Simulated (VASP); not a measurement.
# ZnO: relaxation of cell and atoms with PBE

ZnO:

```
Zn O
1.0
     3.03349    0.00000    0.00000
     0.00000    3.03349    0.00000
     0.00000    0.00000    5.39954
Zn O
2 2
Direct
  0.00000 0.50000 0.00000
  0.50000 0.00000 0.50000
  0.50000 0.50000 0.25000
  0.50000 0.50000 0.75000
```

This cell differs from its parent crystal: atoms taken out.

- Program: VASP 6.6.1
- Task: relaxation of cell and atoms
- Functional: PBE
- Potentials or basis: VASP PAW PBE potentials, release 64 (Zn, O)
- Cutoff: 600 eV
- k mesh: 6 × 6 × 4
- Occupations: gaussian, width 0.1 eV
- Spin: no spin polarisation
- Dipole correction: no
- Further INCAR settings: ALGO = Normal; EDIFF = 1e-06; IBRION = 2; EDIFFG = -0.04; NSW = 90; ISIF = 3

```json
{
 "Relaxed volume": "12.50 Å³/atom",
 "Relaxed cell": "a = 3.037 Å, b = 3.037 Å, c = 5.423 Å, α = 90.00°, β = 90.00°, γ = 90.00°",
 "Space group after relaxing (to 0.1 Å)": "P4_2/mmc (No. 131)",
 "Energy gained by relaxing": "0.1 meV/atom",
 "Ionic steps": "2",
 "Pressure after relaxing": "-0.3 GPa",
 "Band gap on the k mesh": "zero (bands 18 and 19 overlap by 0.54 eV)"
}
```

Stress tensor (GPa, compression positive):
```
-0.30  0.00  0.00
 0.00 -0.30  0.00
 0.00  0.00 -0.43
```

Step by step:
```tsv
step	energy change (eV)	largest force (eV/Å)	pressure (GPa)	volume (Å³)
1	0.0000	0.0000	0.58	49.69
2	-0.0004	0.0000	-0.34	50.01
```

Final structure:
```
Zn O
1.0
     3.03668    0.00000    0.00000
     0.00000    3.03668    0.00000
     0.00000    0.00000    5.42348
Zn O
2 2
Direct
  0.00000 0.50000 0.00000
  0.50000 0.00000 0.50000
  0.50000 0.50000 0.25000
  0.50000 0.50000 0.75000
```

Levels at points of the mesh, in eV from the Fermi level:
| k point | band 16 | band 17 | band 18 | band 19 | band 20 | band 21 |
| --- | --- | --- | --- | --- | --- | --- |
| (0.00, 0.00, 0.00) | -1.90 | -0.59 | -0.51 | -0.51 | 5.09 | 5.31 |
| (0.50, 0.00, 0.00) | -2.02 | -0.75 | -0.52 | 2.10 | 4.52 | 4.52 |
| (0.50, 0.50, 0.00) | -3.62 | -3.62 | 0.03 | 1.26 | 5.28 | 7.05 |
| (0.00, 0.00, 0.50) | -2.12 | -1.00 | -1.00 | 1.96 | 1.96 | 9.59 |
| (0.50, 0.00, 0.50) | -2.20 | -2.09 | -0.53 | 3.33 | 4.09 | 6.27 |
| (0.50, 0.50, 0.50) | -3.43 | -2.12 | -2.12 | 2.69 | 2.69 | 7.59 |

Run time: 83 s on 1 thread of Intel Xeon 8259CL, with other jobs on the host, peak memory 0.19 GiB.

Caveat: the cell differs from its parent crystal (atoms taken out); semilocal functionals underestimate gaps, and a narrow one can read as zero.
